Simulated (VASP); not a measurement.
# P (R-3m) in VASP: notebook

The runs below take P through single point, relaxation of cell and atoms, with RPBE, PBEsol+D4.

Everything below comes from runs of VASP 6.6.1. Logs are shortened: lines on timing, memory, paths and dates and some standing lists are left out, and cuts for length are marked.

## (1) The cell of the first run

Symmetry: R-3m, No. 166, trigonal system. Conventional cell: a = 3.503 Å, b = 3.503 Å, c = 9.467 Å, α = 90.00°, β = 90.00°, γ = 120.00°. P (site symmetry 3m) has 6 P at 2.32 to 2.85 Å within 3.1 Å.

## (2) Single point, RPBE, collinear spin, antiferromagnetic start

Contents of INCAR:

```
PREC = Accurate ; ENCUT = 520
EDIFF = 1E-7 ; ISMEAR = 1
SIGMA = 0.1 ; LREAL = F
LASPH = T ; NELM = 150
ALGO = Normal ; ISIF = 2
LWAVE = F ; LCHARG = F
ISPIN = 2 ; MAGMOM = 0.5 -0.5
LORBIT = 11 ; GGA = RP
NBANDS = 16
```

Contents of KPOINTS:

```
regular mesh
0
Gamma
  9 9 9
```

Contents of POSCAR:

```
P
1.0
    1.7517289526      1.0113611823      3.1556933110
   -1.7517289526      1.0113611823      3.1556933110
    0.0000000000     -2.0227223646      3.1556933111
P
2
Direct
    0.7729605636      0.7729605636      0.7729605636
    0.2270394364      0.2270394364      0.2270394364
```

Potentials or basis: VASP PAW PBE potentials, release 64 (P).

Started as:

```console
$ cat potpaw_PBE.64/P/POTCAR > POTCAR
$ mpirun -np 1 vasp_std > vasp.out
```

OUTCAR:

```text
PREC = Accurate
   ENCUT = 520
   EDIFF = 1E-7
   ISMEAR = 1
   LREAL = F
   LASPH = T
   NELM = 150
   ISIF = 2
   ISPIN = 2
   LORBIT = 11
   GGA = RP

 ion  position               nearest neighbor table
   1  0.773  0.773  0.773-   2 2.32   2 2.32   2 2.32   2 2.85   2 2.85   2 2.85
   2  0.227  0.227  0.227-   1 2.32   1 2.32   1 2.32   1 2.85   1 2.85   1 2.85

  LATTYP: Found a trigonal (rhomboedric) cell.
 ALAT       =     3.7483070895
 COS(alpha) =     0.5631890839

  Lattice vectors:

 A1 = (   1.7517289526,   1.0113611823,   3.1556933110)
 A2 = (  -1.7517289526,   1.0113611823,   3.1556933110)
 A3 = (   0.0000000000,  -2.0227223646,   3.1556933111)

Analysis of symmetry for initial positions (statically):
=====================================================================
 Subroutine PRICEL returns:
 Original cell was already a primitive cell.

 Routine SETGRP: Setting up the symmetry group for a
 trigonal (rhombohedral) supercell.

 Subroutine GETGRP returns: Found 12 space group operations
 (whereof 12 operations were pure point group operations)
 out of a pool of 12 trial point group operations.

The static configuration has the point symmetry D_3d.

Analysis of symmetry for dynamics (positions and initial velocities):
=====================================================================
 Subroutine PRICEL returns:
 Original cell was already a primitive cell.

 Routine SETGRP: Setting up the symmetry group for a
 trigonal (rhombohedral) supercell.

 Subroutine GETGRP returns: Found 12 space group operations
 (whereof 12 operations were pure point group operations)
 out of a pool of 12 trial point group operations.

The dynamic configuration has the point symmetry D_3d.

Analysis of structural, dynamic, and magnetic symmetry:
=====================================================================
 Subroutine PRICEL returns:
 Original cell was already a primitive cell.

 Routine SETGRP: Setting up the symmetry group for a
 trigonal (rhombohedral) supercell.

 Subroutine GETGRP returns: Found 12 space group operations
 (whereof 12 operations were pure point group operations)
 out of a pool of 12 trial point group operations.

The overall configuration has the point symmetry D_3d.

 Subroutine INISYM returns: Found 12 space group operations
 (whereof 12 operations are pure point group operations),
 and found     1 'primitive' translations

----------------------------------------------------------------------------------------

                                     Primitive cell

  volume of cell :      33.5443

  direct lattice vectors                    reciprocal lattice vectors
     1.751728953  1.011361182  3.155693311     0.285432286  0.164794407  0.105629192
    -1.751728953  1.011361182  3.155693311    -0.285432286  0.164794407  0.105629192
     0.000000000 -2.022722365  3.155693311     0.000000000 -0.329588815  0.105629192

  length of vectors
     3.748307090  3.748307090  3.748307090     0.346101593  0.346101593  0.346101593

  position of ions in fractional coordinates (direct lattice)
     0.772960564  0.772960564  0.772960564
     0.227039436  0.227039436  0.227039436

  ion indices of the primitive-cell ions
   primitive index   ion index
                 1           1
                 2           2

----------------------------------------------------------------------------------------

 KPOINTS: regular mesh

Automatic generation of k-mesh.
 Grid dimensions read from file:
 generate k-points for:    9    9    9

 Generating k-lattice:

  Cartesian coordinates                     Fractional coordinates (reciprocal lattice)
     0.031714698  0.018310490  0.011736577     0.111111111 -0.000000000  0.000000000
    -0.031714698  0.018310490  0.011736577    -0.000000000  0.111111111  0.000000000
     0.000000000 -0.036620979  0.011736577     0.000000000  0.000000000  0.111111111

  Length of vectors
     0.038455733  0.038455733  0.038455733

  Shift w.r.t. Gamma in fractional coordinates (k-lattice)
     0.000000000  0.000000000  0.000000000

 Subroutine IBZKPT returns following result:
 ===========================================

 Found     85 irreducible k-points:

 Following reciprocal coordinates:
            Coordinates               Weight
  0.000000  0.000000  0.000000      1.000000
  0.111111  0.000000 -0.000000      6.000000
  0.222222  0.000000  0.000000      6.000000
  0.333333  0.000000  0.000000      6.000000
  0.444444  0.000000  0.000000      6.000000
  0.111111  0.111111 -0.000000      6.000000
[... 16 lines left out ...]
 -0.333333  0.333333  0.000000      6.000000
  0.444444  0.444444  0.000000      6.000000
 [... further k-points ...]
   k-points           NKPTS =     85   k-points in BZ     NKDIM =     85   number of bands    NBANDS=     16
   number of dos      NEDOS =    301   number of ions     NIONS =      2
   total plane-waves  NPLWV =  21952
   dimension x,y,z NGX =    28 NGY =   28 NGZ =   28
   dimension x,y,z NGXF=    56 NGYF=   56 NGZF=   56
   ions per type =               2
   NGX,Y,Z   is equivalent  to a cutoff of  12.42, 12.42, 12.42 a.u.
   NGXF,Y,Z  is equivalent  to a cutoff of  24.84, 24.84, 24.84 a.u.
 SYSTEM =  unknown system
   PREC   = accura    normal or accurate (medium, high low for compatibility)
   ISTART =      0    job   : 0-new  1-cont  2-samecut
   ICHARG =      2    charge: 1-file 2-atom 10-const
   ISPIN  =      2    spin polarized calculation?
   LNONCOLLINEAR =      F non collinear calculations
   LSORBIT =      F    spin-orbit coupling
   LASPH  =      T    aspherical Exc in radial PAW
   ENCUT  =  520.0 eV  38.22 Ry    6.18 a.u.   6.97  6.97  6.97*2*pi/ulx,y,z
   NELM   =    150;   NELMIN=  2; NELMDL= -5     # of ELM steps
   EDIFF  = 0.1E-06   stopping-criterion for ELM
   LREAL  =      F    real-space projection
   EDIFFG = 0.1E-05   stopping-criterion for IOM
   NSW    =      0    number of steps for IOM
   IBRION =     -1    ionic relax: 0-MD 1-quasi-New 2-CG
   NFREE  =      0    steps in history (QN), initial steepest desc. (CG)
   ISIF   =      2    stress and relaxation
   ISYM   =      2    0-nonsym 1-usesym 2-fastsym
   POTIM  = 0.5000    time-step for ionic-motion
   TEBEG  =    0.0;   TEEND  =   0.0 temperature during run
   PSTRESS=    0.0 pullay stress
   NELECT =      10.0000    total number of electrons
   NUPDOWN=      -1.0000    fix difference up-down
   EMIN   =  10.00;   EMAX   =-10.00  energy-range for DOS
   EFERMI =   0.00;   METHOD = LEGACY
   ISMEAR =     1;   SIGMA  =   0.10  broadening in eV -4-tet -1-fermi 0-gaus
   EFERMI_NEDOS =   21; number of points for ismear=-14 and -15
   IALGO  =     38    algorithm
   IMIX   =      4    mixing-type and parameters
     AMIX     =   0.40;   BMIX     =  1.00
     AMIX_MAG =   1.60;   BMIX_MAG =  1.00
  volume/ion in A,a.u.               =      16.77       113.18
  Fermi-wavevector in a.u.,A,eV,Ry     =   1.093625  2.066652 16.272780  1.196016
  Thomas-Fermi vector in A             =   2.229914
   LORBIT       =     11    0 simple, 1 ext, 2 COOP (PROOUT), +10 PAW based schemes
   GGA     = RP    functional components
   LHFCALC =     F    Hartree Fock is set to
   AEXX    =    0.0000 exact exchange contribution
   IVDW    =     0    specifies the selected vdW correction
   LEPSILON=     F    determine dielectric tensor
   LRPA    =     F    only Hartree local field effects (RPA)
 spin polarized calculation
 Methfessel and Paxton  Order N= 1 SIGMA  =   0.10
  energy-cutoff  :      520.00
  volume of cell :       33.54
 maximum number of plane-waves:       921
   NGX = 13   NGY = 13   NGZ = 13

 number of electron      10.0000000 magnetization       0.0000000

 number of electron      10.0000000 magnetization      -0.0000000

 Free energy of the ion-electron system (eV)
  ---------------------------------------------------
  ext. energy  EPLUGINS =         0.00000000
  ---------------------------------------------------
  free energy    TOTEN  =        -9.92626393 eV

  energy without entropy =       -9.92639857  energy(sigma->0) =       -9.92630881

 E-fermi :   8.5890     XC(G=0): -10.5286

 val. band max:        8.4925976710   @ k =   0.4444   0.4444   0.4444
 cond. band min:       8.6098738674   @ k =   0.3333   0.1111   0.1111
 fundamental gap:      0.1172761964
 Fermi energy:         8.5889944886

 spin component 1

 k-point     1 :       0.0000    0.0000    0.0000
  band No.  band energies     occupation
      1      -7.6124      1.00000
      2       4.7123      1.00000
      3       5.5496      1.00000
      4       5.6565      1.00000
      5       5.6565      1.00000
      6       9.8464     -0.00000
[... 8 lines left out ...]
     15      20.1926      0.00000
     16      30.5097      0.00000
[... 419 lines left out ...]
 k-point    24 :       0.4444    0.4444    0.0000
  band No.  band energies     occupation
      1      -4.3537      1.00000
      2      -1.0374      1.00000
      3       1.9395      1.00000
      4       3.3052      1.00000
      5       3.4760      1.00000
      6       8.8651     -0.00033
[... 8 lines left out ...]
     15      22.7925      0.00000
     16      24.1116      0.00000

 [... further k-points ...]

 spin component 2

 k-point     1 :       0.0000    0.0000    0.0000
  band No.  band energies     occupation
      1      -7.6124      1.00000
      2       4.7123      1.00000
      3       5.5496      1.00000
      4       5.6565      1.00000
      5       5.6565      1.00000
      6       9.8464     -0.00000
[... 8 lines left out ...]
     15      20.1926      0.00000
     16      30.5097      0.00000
[... 419 lines left out ...]
 k-point    24 :       0.4444    0.4444    0.0000
  band No.  band energies     occupation
      1      -4.3537      1.00000
      2      -1.0374      1.00000
      3       1.9395      1.00000
      4       3.3052      1.00000
      5       3.4760      1.00000
      6       8.8651     -0.00033
[... 8 lines left out ...]
     15      22.7925      0.00000
     16      24.1116      0.00000

 [... further k-points ...]
[... 5 lines left out ...]
  --------------------------------------------------------------------------------------
  -------------------------------------------------------------------------------------
  Total       -0.1280570     -0.1280570     -0.0667703     -0.0000000      0.0000000      0.0000000
  in kB       -6.1163851     -6.1163851     -3.1891463     -0.0000000      0.0000000      0.0000000
  external PRESSURE =      -5.1406388 kB  Pullay stress =       0.0000000 kB

 VOLUME and BASIS-vectors are now :
 -----------------------------------------------------------------------------
  energy-cutoff  :      520.00
  volume of cell :       33.54
      direct lattice vectors                 reciprocal lattice vectors
     1.751728953  1.011361182  3.155693311     0.285432286  0.164794407  0.105629192
    -1.751728953  1.011361182  3.155693311    -0.285432286  0.164794407  0.105629192
     0.000000000 -2.022722365  3.155693311     0.000000000 -0.329588815  0.105629192

 POSITION                                       TOTAL-FORCE (eV/Angst)
 -----------------------------------------------------------------------------------
      0.00000      0.00000      7.31768         0.000000     -0.000000      0.059647
      0.00000      0.00000      2.14940         0.000000      0.000000     -0.059647
 -----------------------------------------------------------------------------------
    total drift:                               -0.000000      0.000000     -0.000000

  FREE ENERGIE OF THE ION-ELECTRON SYSTEM (eV)
  ---------------------------------------------------
  free  energy   TOTEN  =        -9.9262639281 eV

  energy  without entropy=       -9.9263985685  energy(sigma->0) =       -9.92630881

 total charge

# of ion       s       p       d       tot
------------------------------------------
    1        1.098   1.312   0.000   2.410
    2        1.098   1.312   0.000   2.410
--------------------------------------------------
tot          2.195   2.625   0.000   4.820

 magnetization (x)

# of ion       s       p       d       tot
------------------------------------------
    1        0.000   0.000   0.000   0.000
    2       -0.000  -0.000   0.000  -0.000
--------------------------------------------------
tot          0.000   0.000   0.000   0.000
```

Run time: 96 s. Hardware: 1 thread of Intel Xeon Platinum 8375C at 2.90GHz (Ice Lake), shared host; peak memory 0.19 GiB.

What came out:

- Free energy: -9.9263 eV
- Pressure: -0.5 GPa
- Largest force: 0.060 eV/Å
- Band gap on the k mesh: zero (filled and empty bands overlap)
- Net moment: 0.00 μB per cell
- Valence electrons inside the program's atomic spheres: P 2.41

Forces in eV/Å, atoms in the order of the input:
```
P    0.000  0.000  0.060
P    0.000  0.000 -0.060
```

Caveat: the PAW data sets were made with another functional, which shifts forces and pressure a little.

## (3) Relaxation of cell and atoms, RPBE, collinear spin, antiferromagnetic start

This run uses another cell than the first one, of 16.14 Å³/atom, 0.963 times its volume.

Contents of INCAR:

```
SYSTEM = P
PREC = Accurate
ENCUT = 600
EDIFF = 1E-6
ISMEAR = 1
SIGMA = 0.1
LREAL = .False.
LASPH = .True.
NELM = 150
ALGO = Normal
ISIF = 3
LWAVE = .False.
LCHARG = .False.
ISPIN = 2
MAGMOM = 0.5 -0.5
LORBIT = 11
GGA = RP
IBRION = 2
NSW = 60
EDIFFG = -0.01
```

Contents of KPOINTS:

```
Automatic mesh
0
Gamma
  9 9 9
  0 0 0
```

Contents of POSCAR:

```
P
1.0
    1.7257251780      0.9963478961      3.1296800121
   -1.7257251780      0.9963478961      3.1296800121
    0.0000000000     -1.9926957921      3.1296800121
P
2
Direct
    0.7729197500      0.7729197500      0.7729197500
    0.2270802500      0.2270802500      0.2270802500
```

Potentials or basis: VASP PAW PBE potentials, release 64 (P).

Started as:

```console
$ cat potpaw_PBE.64/P/POTCAR > POTCAR
$ mpirun -np 1 vasp_std > vasp.out
```

Wall time 3.8 min (1 thread of Intel Xeon Platinum 8375C at 2.90GHz (Ice Lake), shared host); peak memory 0.2 GiB.

It converged, with:

| Item | Value |
| --- | --- |
| Free energy | -9.9267 eV |
| Relaxed volume | 16.71 Å³/atom |
| Relaxed cell | a = 3.747 Å, b = 3.747 Å, c = 3.747 Å, α = 55.62°, β = 55.62°, γ = 55.62° |
| Space group after relaxing (to 0.05 Å) | R-3m (No. 166) |
| Energy gained by relaxing | 5.3 meV/atom |
| Ionic steps | 10 |
| Pressure after relaxing | 0.0 GPa |
| Band gap on the k mesh | zero (filled and empty bands overlap) |
| Net moment | 0.00 μB per cell |
| Valence electrons inside the program's atomic spheres | P 2.41 |

Step by step:
```tsv
step	energy change (eV)	largest force (eV/Å)	pressure (GPa)	volume (Å³)
1	0.0000	0.1841	2.85	32.29
2	-0.0066	0.2527	-1.29	33.65
3	-0.0094	0.1086	0.13	33.17
4	-0.0094	0.1026	0.19	33.16
5	-0.0103	0.0503	0.07	33.29
6	-0.0104	0.0185	-0.02	33.36
7	-0.0104	0.0162	-0.01	33.36
8	-0.0105	0.0026	0.06	33.36
9	-0.0105	0.0078	0.13	33.36
10	-0.0106	0.0017	0.03	33.42
```

Final structure:
```
CELL_PARAMETERS angstrom
1.74814 1.00929 3.15646
-1.74814 1.00929 3.15646
0.00000 -2.01858 3.15646
ATOMIC_POSITIONS crystal
P 0.77320 0.77320 0.77320
P 0.22680 0.22680 0.22680
```

Levels at points of the mesh, in eV from the Fermi level:
Spin up:
```tsv
k point	band 1	band 2	band 3	band 4	band 5	band 6	band 7	band 8	band 9
(0.00, 0.00, 0.00)	-16.26	-3.87	-3.07	-2.95	-2.95	1.23	2.52	2.52	5.73
```
Spin down:
```
           k point  band 2  band 3  band 4  band 5  band 6  band 7  band 8  band 9
(0.00, 0.00, 0.00)   -3.87   -3.07   -2.95   -2.95    1.23    2.52    2.52    5.73
```

Caveat: the PAW data sets were made with another functional, which shifts forces and pressure a little.

[end of part 1 of 2]
